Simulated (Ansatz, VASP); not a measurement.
**One calculation of Co, two programs**

```xyz
2
Lattice="2.8161 0.0000 0.0000 0.0000 2.8161 0.0000 0.0000 0.0000 2.8161" Properties=species:S:1:pos:R:3 pbc="T T T"
Co    0.0000    0.0000    0.0000
Co    1.4080    1.4080    1.4080
```

Alike in both runs: task single point; functional BLYP; k mesh 18 × 18 × 18; occupations fermi-dirac, width 0.05 eV; collinear spin.

```csv
,VASP,Ansatz
version,VASP 6.6.1,Ansatz 0.2.0
potentials or method,"VASP PAW PBE potentials, release 64 (Co), cutoff 520 eV","plane waves (420 eV) with PAW, scalar-relativistic"
valence electrons in the cell,18,34
```

Ansatz gave:

```
net moment per atom (μB)                                      : 1.72
size of the moment on the site where the two differ most (μB) : 1.78
```

Problem. What did VASP give for the same quantities?

Solution. net moment per atom (μB): 0.00; size of the moment on the site where the two differ most (μB): 0.79.

The net moments are unlike, so the other rows may belong to different states. VASP's potentials were made for PBE, not for BLYP. Site moments also hang on the region over which each program counts them. VASP's potentials hold 18 valence electrons a cell and Ansatz's 34, so a difference there can come from the potentials and not from the codes. Ansatz's warnings: look outside group, seeded moment not kept, stability check not made.
